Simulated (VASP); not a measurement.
Mo: single point with PBE

System: Mo, a wire with vacuum.

```
Mo
1.0
    15.70000    0.00000    0.00000
     0.00000   15.60000    0.00000
     0.00000    0.00000    4.46954
Mo
16
Direct
  0.28649 0.60130 0.00000
  0.28649 0.39870 0.00000
  0.57117 0.60130 0.00000
  0.57117 0.39870 0.00000
  0.42883 0.60130 0.50000
  0.42883 0.39870 0.50000
  0.71351 0.60130 0.50000
  0.42883 0.70259 0.00000
  0.42883 0.50000 0.00000
  0.42883 0.29741 0.00000
  0.28649 0.70259 0.50000
  0.28649 0.50000 0.50000
  0.71351 0.50000 0.00000
  0.57117 0.70259 0.50000
  0.57117 0.50000 0.50000
  0.57117 0.29741 0.50000
```

```yaml
Program: VASP 6.6.1
Task: single point
Functional: PBE
Potentials_or_basis: VASP PAW PBE potentials, release 64 (Mo_sv)
Cutoff: 520 eV
k_mesh: 1 × 1 × 12
Occupations: gaussian, width 0.05 eV
Spin: no spin polarisation
```

| Property | Result |
| --- | --- |
| Largest force | 3.222 eV/Å |
| Band gap on the k mesh | zero (bands 112 and 113 overlap by 0.05 eV) |

Forces in eV/Å, atoms in the order of the input:
```
Mo   1.083  1.219  0.000
Mo   1.945  1.024  0.000
Mo   1.019  0.614  0.000
Mo  -0.125 -0.650  0.000
Mo  -0.611  1.585  0.000
Mo   0.321 -1.583  0.000
Mo  -2.521 -0.930  0.000
Mo  -0.498 -1.892  0.000
Mo  -1.191 -0.278  0.000
Mo   0.696  2.518  0.000
Mo   1.711 -2.646  0.000
Mo   1.192 -0.122  0.000
Mo  -2.268  1.326  0.000
Mo  -0.213 -2.572  0.000
Mo   1.520 -0.091  0.000
Mo  -2.058  2.479  0.000
```

Levels at points of the mesh, in eV from the Fermi level:
| k point | band 108 | band 109 | band 110 | band 111 | band 112 | band 113 | band 114 | band 115 | band 116 | band 117 |
| --- | --- | --- | --- | --- | --- | --- | --- | --- | --- | --- |
| (0.00, 0.00, 0.00) | -0.42 | -0.36 | -0.16 | -0.13 | -0.05 | -0.03 | 0.07 | 0.12 | 0.25 | 0.41 |
| (0.00, 0.00, 0.50) | -0.39 | -0.38 | -0.31 | -0.17 | -0.03 | 0.00 | 0.08 | 0.19 | 0.29 | 0.37 |

It took 120 min on 1 thread of Oxide Virtual Turin-like Processor, on a shared host, peak memory 1.3 GiB.
